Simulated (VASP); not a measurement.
# SiC (Moissanite 3C) (F-43m) in VASP: phonons with r2SCAN

Aim: the phonons of SiC (Moissanite 3C) with r2SCAN.

Everything below comes from runs of VASP 6.6.1. Logs are shortened: lines on timing, memory, paths and dates and some standing lists are left out, and cuts for length are marked.

## Step 1: The cell of the first run

Symmetry: F-43m, No. 216, cubic system. The conventional cell has a = 4.356 Å, b = 4.356 Å, c = 4.356 Å, α = 90.00°, β = 90.00°, γ = 90.00°. Within 2.5 Å of Si (site symmetry -43m) lie 4 C at 1.89 Å. Within 2.5 Å of C (site symmetry -43m) lie 4 Si at 1.89 Å.

## Step 2: Phonons, r2SCAN

The input, INCAR:

```
ALGO = Normal
EDIFF = 1E-8
ENCUT = 520
IBRION = 6
ISIF = 2
ISMEAR = 0
LASPH = T
LCHARG = T
LMIXTAU = T
LREAL = F
LWAVE = F
METAGGA = R2SCAN
NBANDS = 11
NELM = 100
NFREE = 2
NSW = 1
POTIM = 0.015
PREC = Accurate
SIGMA = 0.01
```

The input, KPOINTS:

```
k-points
0
Gamma
  10 10 10
```

The input, POSCAR:

```
SiC
1.0
    0.0000000000      2.1781773191      2.1781773191
    2.1781773191      0.0000000000      2.1781773191
    2.1781773191      2.1781773191      0.0000000000
Si C
1 1
Direct
    0.0000000000      0.0000000000      0.0000000000
    0.2500000000      0.2500000000      0.2500000000
```

Potentials or basis: VASP PAW PBE potentials, release 64 (Si, C).

Command:

```bash
$ cat potpaw_PBE.64/Si/POTCAR potpaw_PBE.64/C/POTCAR > POTCAR
$ mpirun -np 1 vasp_std > vasp.out
```

OUTCAR:

```text
EDIFF = 1E-8
   ENCUT = 520
   IBRION = 6
   ISIF = 2
   ISMEAR = 0
   LASPH = T
   LREAL = F
   METAGGA = R2SCAN
   NELM = 100
   NFREE = 2
   NSW = 1
   POTIM = 0.015
   PREC = Accurate

 ion  position               nearest neighbor table
   1  0.000  0.000  0.000-   2 1.89   2 1.89   2 1.89   2 1.89
   2  0.250  0.250  0.250-   1 1.89   1 1.89   1 1.89   1 1.89

  LATTYP: Found a face centered cubic cell.
 ALAT       =     4.3563546382

  Lattice vectors:

 A1 = (   0.0000000000,   2.1781773191,   2.1781773191)
 A2 = (   2.1781773191,   0.0000000000,   2.1781773191)
 A3 = (   2.1781773191,   2.1781773191,   0.0000000000)

Analysis of symmetry for initial positions (statically):
=====================================================================
 Subroutine PRICEL returns:
 Original cell was already a primitive cell.

 Routine SETGRP: Setting up the symmetry group for a
 face centered cubic supercell.

 Subroutine GETGRP returns: Found 24 space group operations
 (whereof 24 operations were pure point group operations)
 out of a pool of 48 trial point group operations.

The static configuration has the point symmetry T_d .

Analysis of symmetry for dynamics (positions and initial velocities):
=====================================================================
 Subroutine PRICEL returns:
 Original cell was already a primitive cell.

 Routine SETGRP: Setting up the symmetry group for a
 face centered cubic supercell.

 Subroutine GETGRP returns: Found 24 space group operations
 (whereof 24 operations were pure point group operations)
 out of a pool of 48 trial point group operations.

The dynamic configuration has the point symmetry T_d .

 Subroutine INISYM returns: Found 24 space group operations
 (whereof 24 operations are pure point group operations),
 and found     1 'primitive' translations

----------------------------------------------------------------------------------------

                                     Primitive cell

  volume of cell :      20.6685

  direct lattice vectors                    reciprocal lattice vectors
     0.000000000  2.178177319  2.178177319    -0.229549723  0.229549723  0.229549723
     2.178177319  0.000000000  2.178177319     0.229549723 -0.229549723  0.229549723
     2.178177319  2.178177319  0.000000000     0.229549723  0.229549723 -0.229549723

  length of vectors
     3.080407906  3.080407906  3.080407906     0.397591783  0.397591783  0.397591783

  position of ions in fractional coordinates (direct lattice)
     0.000000000  0.000000000  0.000000000
     0.250000000  0.250000000  0.250000000

  ion indices of the primitive-cell ions
   primitive index   ion index
                 1           1
                 2           2

----------------------------------------------------------------------------------------

 KPOINTS: k-points

Automatic generation of k-mesh.
 Grid dimensions read from file:
 generate k-points for:   10   10   10

 Generating k-lattice:

  Cartesian coordinates                     Fractional coordinates (reciprocal lattice)
    -0.022954972  0.022954972  0.022954972     0.100000000  0.000000000  0.000000000
     0.022954972 -0.022954972  0.022954972     0.000000000  0.100000000  0.000000000
     0.022954972  0.022954972 -0.022954972     0.000000000  0.000000000  0.100000000

  Length of vectors
     0.039759178  0.039759178  0.039759178

  Shift w.r.t. Gamma in fractional coordinates (k-lattice)
     0.000000000  0.000000000  0.000000000

 Subroutine IBZKPT returns following result:
 ===========================================

 Found     47 irreducible k-points:

 Following reciprocal coordinates:
[... 49 lines left out ...]
   NFREE  =      2    steps in history (QN), initial steepest desc. (CG)
   ISIF   =      2    stress and relaxation
   ISYM   =      2    0-nonsym 1-usesym 2-fastsym
   POTIM  = 0.0150    time-step for ionic-motion
   TEBEG  =    0.0;   TEEND  =   0.0 temperature during run
   PSTRESS=    0.0 pullay stress
   NELECT =       8.0000    total number of electrons
   NUPDOWN=      -1.0000    fix difference up-down
   EMIN   =  10.00;   EMAX   =-10.00  energy-range for DOS
   EFERMI =   0.00;   METHOD = LEGACY
   ISMEAR =     0;   SIGMA  =   0.01  broadening in eV -4-tet -1-fermi 0-gaus
   EFERMI_NEDOS =   21; number of points for ismear=-14 and -15
   IALGO  =     38    algorithm
   IMIX   =      4    mixing-type and parameters
     AMIX     =   0.40;   BMIX     =  1.00
     AMIX_MAG =   1.60;   BMIX_MAG =  1.00
  volume/ion in A,a.u.               =      10.33        69.74
  Fermi-wavevector in a.u.,A,eV,Ry     =   1.193076  2.254588 19.366959  1.423431
  Thomas-Fermi vector in A             =   2.329099
   LORBIT       =      0    0 simple, 1 ext, 2 COOP (PROOUT), +10 PAW based schemes
   METAGGA = R2SCAN    functional components
   LHFCALC =     F    Hartree Fock is set to
   AEXX    =    0.0000 exact exchange contribution
   IVDW    =     0    specifies the selected vdW correction
   LEPSILON=     F    determine dielectric tensor
   LRPA    =     F    only Hartree local field effects (RPA)
 finite differences with symmetry
 non-spin polarized calculation
 Gauss-broadening in eV      SIGMA  =   0.01
  energy-cutoff  :      520.00
  volume of cell :       20.67
 maximum number of plane-waves:       568
   NGX = 11   NGY = 11   NGZ = 11

--------------------------------------- Ionic step        1  -------------------------------------------

 number of electron       8.0000001 magnetization

 Free energy of the ion-electron system (eV)
  ---------------------------------------------------
  ext. energy  EPLUGINS =         0.00000000
  ---------------------------------------------------
  free energy    TOTEN  =       -19.32695826 eV

  energy without entropy =      -19.32695826  energy(sigma->0) =      -19.32695826

------------------------ aborting loop because EDIFF is reached ----------------------------------------

  FORCE on cell =-STRESS in cart. coord.  units (eV):
  Direction    XX          YY          ZZ          XY          YZ          ZX
  --------------------------------------------------------------------------------------
  -------------------------------------------------------------------------------------
  Total       -0.0241046     -0.0241046     -0.0241046      0.0000000     -0.0000000      0.0000000
  in kB       -1.8685302     -1.8685302     -1.8685302      0.0000000     -0.0000000      0.0000000
  external PRESSURE =      -1.8685302 kB  Pullay stress =       0.0000000 kB
[... 131 lines left out ...]
--------------------------------------- Ionic step        5  -------------------------------------------

 number of electron       8.0000001 magnetization

 Free energy of the ion-electron system (eV)
  ---------------------------------------------------
  ext. energy  EPLUGINS =         0.00000000
  ---------------------------------------------------
  free energy    TOTEN  =       -19.32474517 eV

  energy without entropy =      -19.32474517  energy(sigma->0) =      -19.32474517

 E-fermi :   8.2156     XC(G=0): -11.9395

 val. band max:        8.0695320830   @ k =   0.0000   0.0000   0.0000
 cond. band min:       9.7185237538   @ k =   0.5000   0.5000   0.0000
 fundamental gap:      1.6489916708
 Fermi energy:         8.2155680327

 k-point     1 :       0.0000    0.0000    0.0000
  band No.  band energies     occupation
      1      -8.1938      2.00000
      2       7.9188      2.00000
      3       7.9954      2.00000
      4       8.0695      2.00000
      5      14.8421      0.00000
      6      15.8210      0.00000
      7      15.8520      0.00000
      8      15.8849      0.00000
      9      23.2100      0.00000
     10      23.2103      0.00000
     11      25.7759      0.00000
[... 309 lines left out ...]
 k-point    24 :       0.4000    0.3000    0.0000
  band No.  band energies     occupation
      1      -4.9549      2.00000
      2       2.1350      2.00000
      3       4.7480      2.00000
      4       5.2473      2.00000
      5      11.2875      0.00000
      6      14.1611      0.00000
      7      20.5080      0.00000
      8      20.8367      0.00000
      9      22.8306      0.00000
     10      27.0593      0.00000
     11      30.5582      0.00000

 [... further k-points ...]
[... 5 lines left out ...]
  --------------------------------------------------------------------------------------
  -------------------------------------------------------------------------------------
  Total       -0.0242283     -0.0188612     -0.0188612      0.0000000      0.1136660      0.0000000
  in kB       -1.8781227     -1.4620772     -1.4620772      0.0000000      8.8111310      0.0000000
  external PRESSURE =      -1.6007590 kB  Pullay stress =       0.0000000 kB
[... 17 lines left out ...]
  FREE ENERGIE OF THE ION-ELECTRON SYSTEM (eV)
  ---------------------------------------------------
  free  energy   TOTEN  =       -19.3247451673 eV

  energy  without entropy=      -19.3247451673  energy(sigma->0) =      -19.32474517

 INTERNAL STRAIN TENSORS FROM DISPLACED ATOMS
 ============================================

 INTERNAL STRAIN TENSOR FOR ION    1 for displacements in x,y,z  (eV/Angst):
          X           Y           Z          XY          YZ          ZX
  --------------------------------------------------------------------------------
  x     0.00000     0.00000     0.00000     0.00000     7.57789     0.00000
  y     0.00000     0.00000     0.00000     0.00000     0.00000     7.57789
  z     0.00000     0.00000     0.00000     7.57789     0.00000     0.00000

 INTERNAL STRAIN TENSOR FOR ION    2 for displacements in x,y,z  (eV/Angst):
          X           Y           Z          XY          YZ          ZX
  --------------------------------------------------------------------------------
  x     0.00000     0.00000     0.00000     0.00000    -7.57791     0.00000
  y    -0.00000     0.00000    -0.00000     0.00000     0.00000    -7.57791
  z     0.00000     0.00000     0.00000    -7.57791     0.00000     0.00000

 Eigenvectors and eigenvalues of the dynamical matrix
 ----------------------------------------------------

   1 f  =   23.908305 THz   150.220312 2PiTHz  797.495221 cm-1    98.876761 meV
             X         Y         Z           dx          dy          dz
      0.000000  0.000000  0.000000    -0.547294    0.000000    0.000000
      1.089089  1.089089  1.089089     0.836940    0.000000    0.000000
[... 21 lines left out ...]
   6 f/i=    0.000656 THz     0.004123 2PiTHz    0.021887 cm-1     0.002714 meV
             X         Y         Z           dx          dy          dz
      0.000000  0.000000  0.000000    -0.836940    0.000000    0.000000
      1.089089  1.089089  1.089089    -0.547294    0.000000    0.000000

 ELASTIC MODULI CONTR FROM IONIC RELAXATION (kBar)
 Direction    XX          YY          ZZ          XY          YZ          ZX
 --------------------------------------------------------------------------------
 XX          -0.0000     -0.0000     -0.0000     -0.0000      0.0000     -0.0000
 YY          -0.0000     -0.0000     -0.0000     -0.0000     -0.0000      0.0000
 ZZ          -0.0000     -0.0000     -0.0000      0.0000     -0.0000     -0.0000
 XY          -0.0000     -0.0000      0.0000   -226.2354      0.0000      0.0000
 YZ           0.0000     -0.0000     -0.0000      0.0000   -226.2354      0.0000
 ZX          -0.0000      0.0000     -0.0000      0.0000      0.0000   -226.2354
 --------------------------------------------------------------------------------
```

Wall time 3.8 min (1 thread of Intel Xeon Platinum 8559C (Emerald Rapids), shared host); peak memory 0.19 GiB.

Results:

* Highest phonon frequency at Γ, LO-TO splitting left out: 797 cm⁻¹

Phonon frequencies in cm⁻¹ (negative: imaginary):
```tsv
q point	frequencies
(0.000, 0.000, 0.000)	0 0 0 797 797 797
```

Caveat: the PAW data sets were made with another functional, which shifts forces and pressure a little.
